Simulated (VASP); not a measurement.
# Li3CuAu2 (P3m1) in VASP: further runs, part 2 of 2

VASP 6.6.1.

## Step 3: Single point, PBE

This run uses another cell than the first one, of 16.17 Å³/atom.

The input, INCAR:

```
SYSTEM = Li3CuAu2
ALGO     = Normal         ! electronic algorithm
EDIFF    = 1E-6           ! SCF threshold, eV
ENCUT    = 520            ! plane-wave cutoff, eV
GGA      = PE             ! functional
ISIF     = 2              ! what is computed and relaxed
ISMEAR   = 0              ! smearing method
LASPH    = .True.         ! aspherical terms in the spheres
LCHARG   = .True.         ! write CHGCAR
LELF     = .True.         ! ELF
LREAL    = .False.        ! projectors in reciprocal space
LVHAR    = .True.       
LWAVE    = .False.        ! write WAVECAR
NBANDS   = 30             ! bands
NELM     = 60             ! most SCF steps
PREC     = Accurate       ! precision mode
SIGMA    = 0.1            ! smearing width, eV
```

The input, KPOINTS:

```
k-points
0
Gamma
  6 6 2
  0 0 0
```

The input, POSCAR:

```
Li3CuAu2
1.0
    2.9344153400      0.0000000000      0.0000000000
   -1.4672076700      2.5412782297      0.0000000000
    0.0000000000      0.0000000000     13.0139856406
Li Cu Au
3 1 2
Direct
    0.0000000000      0.0000000000      0.3256523170
    0.0000000000      0.0000000000      0.6441250581
    0.3333333333      0.6666666667      0.8460023110
    0.0000000000      0.0000000000     -0.0008855440
    0.3333333333      0.6666666667      0.1619975666
    0.3333333333      0.6666666667      0.4865322013
```

Potentials or basis: VASP PAW PBE potentials, release 64 (Li_sv, Cu, Au).

On the command line:

```
cat potpaw_PBE.64/Li_sv/POTCAR potpaw_PBE.64/Cu/POTCAR potpaw_PBE.64/Au/POTCAR > POTCAR
mpirun -np 1 vasp_std > vasp.out
```

OUTCAR:

```text
SYSTEM = Li3CuAu2
   EDIFF = 1E-6
   ENCUT = 520
   GGA = PE
   ISIF = 2
   ISMEAR = 0
   LASPH = .True.
   LREAL = .False.
   NELM = 60
   PREC = Accurate

 ion  position               nearest neighbor table
   1  0.000  0.000  0.326-   6 2.69   6 2.69   6 2.69   5 2.72   5 2.72   5 2.72
   2  0.000  0.000  0.644-   6 2.66   6 2.66   6 2.66
   3  0.333  0.667  0.846-   4 2.62   4 2.62   4 2.62
   4  0.000  0.000  0.999-   3 2.62   3 2.62   3 2.62   5 2.71   5 2.71   5 2.71
   5  0.333  0.667  0.162-   4 2.71   4 2.71   4 2.71   1 2.72   1 2.72   1 2.72
   6  0.333  0.667  0.487-   2 2.66   2 2.66   2 2.66   1 2.69   1 2.69   1 2.69

  LATTYP: Found a hexagonal cell.
 ALAT       =     2.9344153400
 C/A-ratio  =     4.4349501119

  Lattice vectors:

 A1 = (   2.9344153400,   0.0000000000,   0.0000000000)
 A2 = (  -1.4672076700,   2.5412782297,   0.0000000000)
 A3 = (   0.0000000000,   0.0000000000,  13.0139856406)

Analysis of symmetry for initial positions (statically):
=====================================================================
 Subroutine PRICEL returns:
[... 172 lines left out ...]
 cond. band min:       4.7876791828   @ k =   0.3333   0.1667   0.0000
 fundamental gap:      0.1839202111
 Fermi energy:         4.6897754045

 k-point     1 :       0.0000    0.0000    0.0000
  band No.  band energies     occupation
      1     -41.4984      2.00000
      2     -41.4492      2.00000
      3     -41.2617      2.00000
      4      -3.5285      2.00000
      5      -2.8903      2.00000
      6      -1.2225      2.00000
[... 451 lines left out ...]
     29       9.4421      0.00000
     30      10.8794      0.00000

------------------------ aborting loop because EDIFF is reached ----------------------------------------

  FORCE on cell =-STRESS in cart. coord.  units (eV):
  Direction    XX          YY          ZZ          XY          YZ          ZX
  --------------------------------------------------------------------------------------
  -------------------------------------------------------------------------------------
  Total        0.0244546      0.0244546     -0.0621632      0.0000000      0.0000000     -0.0000000
  in kB        0.4037271      0.4037271     -1.0262661      0.0000000      0.0000000     -0.0000000
  external PRESSURE =      -0.0729373 kB  Pullay stress =       0.0000000 kB

 VOLUME and BASIS-vectors are now :
 -----------------------------------------------------------------------------
  energy-cutoff  :      520.00
  volume of cell :       97.05
      direct lattice vectors                 reciprocal lattice vectors
     2.934415340  0.000000000  0.000000000     0.340783388  0.196751381  0.000000000
    -1.467207670  2.541278230  0.000000000     0.000000000  0.393502761  0.000000000
     0.000000000  0.000000000 13.013985641     0.000000000  0.000000000  0.076840411

 POSITION                                       TOTAL-FORCE (eV/Angst)
 -----------------------------------------------------------------------------------
      0.00000      0.00000      4.23803         0.000000     -0.000000     -0.007049
      0.00000      0.00000      8.38263         0.000000      0.000000     -0.000136
     -0.00000      1.69419     11.00986         0.000000     -0.000000     -0.014980
      0.00000      0.00000     13.00246        -0.000000     -0.000000      0.013810
     -0.00000      1.69419      2.10823         0.000000      0.000000      0.011323
     -0.00000      1.69419      6.33172        -0.000000     -0.000000     -0.002969
 -----------------------------------------------------------------------------------
    total drift:                                0.000000      0.000000     -0.000246

  FREE ENERGIE OF THE ION-ELECTRON SYSTEM (eV)
  ---------------------------------------------------
  free  energy   TOTEN  =       -16.9186506797 eV

  energy  without entropy=      -16.9119963688  energy(sigma->0) =      -16.91532352
```

stdout:

```text
POSCAR found type information on POSCAR LiCuAu
 POSCAR found :  3 types and       6 ions
 scaLAPACK will be used
 LDA part: xc-table for (Slater+PW92), standard interpolation
 POSCAR, INCAR and KPOINTS ok, starting setup
 FFT: planning ... GRIDC
 FFT: planning ... GRID_SOFT
 FFT: planning ... GRID
 WAVECAR not read
 entering main loop
```

It took 56 s on 1 thread of Intel Xeon Platinum 8259CL at 2.50GHz (Skylake/Cascade Lake), shared host; peak memory 0.25 GiB.

What came out:

| Quantity | Value |
| --- | --- |
| Free energy | -16.9187 eV |
| Largest force | 0.015 eV/Å |
| Band gap on the k mesh | zero (bands 21 and 22 overlap by 3.57 eV) |

Forces in eV/Å, atoms in the order of the input:
```
Li   0.000  0.000 -0.007
Li   0.000  0.000  0.000
Li   0.000  0.000 -0.015
Cu   0.000  0.000  0.014
Au   0.000  0.000  0.011
Au   0.000  0.000 -0.003
```

Caveat: the k points lie up to 0.41 Å⁻¹ apart, too coarse for converged energies and pressures of a metal; the cutoff is under 1.25 times the usual one of these potentials, so pressure, stress and relaxed cells hold a basis-set (Pulay) error; spin-orbit coupling is left out, which moves the levels of the heavy elements.

## Step 4: Relaxation of cell and atoms, PBE

The input, INCAR:

```
ALGO = Normal
EDIFF = 1E-7
EDIFFG = -0.04
ENCUT = 600
GGA = PE
IBRION = 2
ISIF = 3
ISMEAR = 0
LASPH = True
LCHARG = False
LREAL = False
LWAVE = False
NELM = 100
NSW = 90
PREC = Accurate
SIGMA = 0.1
```

The input, KPOINTS:

```
k-points
0
Gamma
  6 6 2
```

The input, POSCAR:

```
Li3CuAu2
1.0
    2.6166865400      0.0000000000      0.0000000000
   -1.3083432700      2.2661170200      0.0000000000
    0.0000000000      0.0000000000     12.1250583600
Li Cu Au
3 1 2
Direct
    0.0000000000      0.0000000000      0.3241818400
    0.0000000000      0.0000000000      0.6575749400
    0.3333333300      0.6666666700      0.8333034500
    0.0000000000      0.0000000000      0.0000000000
    0.3333333300      0.6666666700      0.1574852900
    0.3333333300      0.6666666700      0.4908783900
```

On the command line:

```
cat potpaw_PBE.64/Li_sv/POTCAR potpaw_PBE.64/Cu/POTCAR potpaw_PBE.64/Au/POTCAR > POTCAR
mpirun -np 1 vasp_std > vasp.out
```

Run time: 8 min. Hardware: 1 thread of Intel Xeon Platinum 8259CL at 2.50GHz (Skylake/Cascade Lake), shared host; peak memory 0.26 GiB.

It converged, with:

- Free energy: -16.8928 eV
- Relaxed volume: 16.09 Å³/atom
- Relaxed cell: a = 2.927 Å, b = 2.927 Å, c = 13.008 Å, α = 90.00°, β = 90.00°, γ = 120.00°
- Space group after relaxing (to 0.1 Å): P3m1 (No. 156)
- Energy gained by relaxing: 408.9 meV/atom
- Ionic steps: 14
- Pressure after relaxing: 0.1 GPa
- Largest force after relaxing: 0.040 eV/Å
- Band gap on the k mesh: zero (bands 21 and 22 overlap by 3.59 eV)

Forces on the atoms (eV/Å):
```
Li   0.000  0.000 -0.017
Li   0.000  0.000 -0.001
Li   0.000  0.000 -0.016
Cu   0.000  0.000  0.040
Au   0.000  0.000 -0.016
Au   0.000  0.000  0.011
```

Stress tensor (GPa, compression positive):
```
0.18 0.00 0.00
0.00 0.18 0.00
0.00 0.00 0.00
```

Step by step:
```csv
step,energy change (eV),largest force (eV/Å),pressure (GPa),volume (Å³)
1,0.0000,3.4122,40.62,71.90
2,-2.0040,0.5641,-6.35,108.32
3,-2.3605,0.4081,0.83,93.47
4,-2.3615,0.4235,0.09,94.47
5,-2.3616,0.4161,0.45,93.98
6,-2.3873,0.3707,0.22,94.44
7,-2.4318,0.2221,-0.24,95.82
8,-2.4348,0.1571,-0.32,96.32
9,-2.4409,0.1363,0.20,95.75
10,-2.4423,0.1498,0.60,95.33
11,-2.4467,0.1067,0.21,95.94
12,-2.4482,0.1271,-0.16,96.56
13,-2.4503,0.1056,-0.09,96.56
14,-2.4532,0.0399,0.12,96.53
```

Final structure:
```xyz
6
Lattice="2.9273 0.0000 0.0000 -1.4637 2.5351 0.0000 0.0000 0.0000 13.0080" Properties=species:S:1:pos:R:3 pbc="T T T"
Li    0.0000    0.0000    4.2401
Li    0.0000    0.0000    8.3829
Li    0.0000    1.6901   10.9992
Cu    2.9273    0.0000   12.9886
Au    0.0000    1.6901    2.1126
Au    0.0000    1.6901    6.3287
```

Levels at points of the mesh, in eV from the Fermi level:
```
           k point  band 17  band 18  band 19  band 20  band 21  band 22  band 23  band 24  band 25
(0.00, 0.00, 0.00)    -2.83    -2.17    -2.17    -2.02    -1.84    -1.84    -1.64     0.45     4.76
(0.50, 0.00, 0.00)    -1.78    -1.56    -0.40    -0.09     0.26     0.79     1.01     1.27     3.30
(0.00, 0.00, 0.50)    -2.97    -2.45    -2.17    -2.17    -1.84    -1.84    -0.52    -0.35     5.41
(0.50, 0.00, 0.50)    -1.78    -1.56    -0.37    -0.20     0.51     0.68     0.95     1.29     3.12
```

Caveat: the k points lie up to 0.41 Å⁻¹ apart in the final cell, too coarse for converged energies and pressures of a metal; the cutoff is under 1.25 times the usual one of these potentials, so pressure, stress and relaxed cells hold a basis-set (Pulay) error; the volume moved by over 15 % at a fixed basis, so the end points are rough; spin-orbit coupling is left out, which moves the levels of the heavy elements.

## Step 5: Single point, PBE

This run uses another cell than the first one, of 16.02 Å³/atom.

The input, INCAR:

```
ALGO     = Fast           # electronic algorithm
EDIFF    = 1E-7           # SCF threshold, eV
ENCUT    = 520            # plane-wave cutoff, eV
GGA      = PE             # functional
ISIF     = 2              # what is computed and relaxed
ISMEAR   = 0              # smearing method
LASPH    = T              # aspherical terms in the spheres
LCHARG   = T              # write CHGCAR
LELF     = T              # ELF
LREAL    = F              # projectors in reciprocal space
LVHAR    = T            
LWAVE    = F              # write WAVECAR
NBANDS   = 30             # bands
NELM     = 60             # most SCF steps
PREC     = Accurate       # precision mode
SIGMA    = 0.1            # smearing width, eV
```

The input, KPOINTS:

```
k-points
0
Gamma
  12 12 4
```

The input, POSCAR:

```
Li3CuAu2
1.0
    2.8927147383      0.0000000000      0.0000000000
   -1.4463573691      2.5051644493      0.0000000000
    0.0000000000      0.0000000000     13.2635176048
Li Cu Au
3 1 2
Direct
    0.0000000000      0.0000000000      0.3240054671
    0.0000000000      0.0000000000      0.6473934251
    0.3333333333      0.6666666667      0.8445709503
    0.0000000000      0.0000000000      0.9974314382
    0.3333333333      0.6666666667      0.1630656926
    0.3333333333      0.6666666667      0.4869569368
```

On the command line:

```
cat potpaw_PBE.64/Li_sv/POTCAR potpaw_PBE.64/Cu/POTCAR potpaw_PBE.64/Au/POTCAR > POTCAR
mpirun -np 1 vasp_std > vasp.out
```

It took 15 min on 1 thread of Intel Xeon Platinum 8259CL at 2.50GHz (Skylake/Cascade Lake), shared host; peak memory 0.37 GiB.

It converged, with:

* Free energy: -17.0605 eV
* Largest force: 0.008 eV/Å
* Band gap on the k mesh: zero (bands 21 and 22 overlap by 3.81 eV)

Forces on the atoms (eV/Å):
```
Li   0.000  0.000  0.003
Li   0.000  0.000 -0.003
Li   0.000  0.000 -0.008
Cu   0.000  0.000  0.004
Au   0.000  0.000  0.005
Au   0.000  0.000 -0.001
```

Levels at points of the mesh, in eV from the Fermi level:
```
           k point  band 18  band 19  band 20  band 21  band 22  band 23  band 24  band 25  band 26  band 27
(0.00, 0.00, 0.00)    -2.35    -2.35    -2.25    -1.98    -1.98    -1.96     0.01     4.32     7.94     8.74
(0.50, 0.00, 0.00)    -1.70    -0.51    -0.26     0.15     0.76     0.94     1.19     3.19     3.93     4.30
(0.00, 0.00, 0.50)    -2.67    -2.35    -2.35    -1.98    -1.98    -0.92    -0.71     4.98     6.41    10.73
(0.50, 0.00, 0.50)    -1.70    -0.48    -0.35     0.37     0.59     0.92     1.22     3.07     3.93     4.77
```

Caveat: the cutoff is under 1.25 times the usual one of these potentials, so pressure, stress and relaxed cells hold a basis-set (Pulay) error; spin-orbit coupling is left out, which moves the levels of the heavy elements.

## Step 6: Summary

| task | cell | k mesh | cutoff (eV) | gap on the mesh (eV) | largest force (eV/Å) |
| --- | --- | --- | --- | --- | --- |
| single point | a = 2.617, b = 2.617, c = 12.125 Å, angles 90.0, 90.0, 120.0°, 6 atoms, atomic positions A | 6 × 6 × 2 | 520 | none | 3.41 |
| single point | a = 2.934, b = 2.934, c = 13.014 Å, angles 90.0, 90.0, 120.0°, 6 atoms, atomic positions B | 6 × 6 × 2 | 520 | none | 0.01 |
| relaxation of cell and atoms | relaxed from a = 2.617, b = 2.617, c = 12.125 Å, angles 90.0, 90.0, 120.0°, 6 atoms, atomic positions A | 6 × 6 × 2 | 600 | none | 0.04 |
| single point | a = 2.893, b = 2.893, c = 13.264 Å, angles 90.0, 90.0, 120.0°, 6 atoms, atomic positions C | 12 × 12 × 4 | 520 | none | 0.01 |

Alike in all rows: level PBE; potentials or basis VASP PAW PBE potentials, release 64 (Li_sv, Cu, Au); no spin polarisation; smearing gaussian 0.1 eV.

Caveats: some runs use coarse meshes; the cutoff is under 1.25 times the usual one of these potentials, so pressure, stress and relaxed cells hold a basis-set (Pulay) error; spin-orbit coupling is left out, which moves the levels of the heavy elements; forces of over 1 eV/Å act on the atoms, so gaps and moduli don't describe the material at rest (at least some runs); the volume moved by over 15 % at a fixed basis, so the end points are rough (at least some runs).

Total energies depend on the potentials used, so only differences within one code and one set of settings carry meaning.

The gap in the log of VASP goes by the Fermi energy; the results here count the filled bands.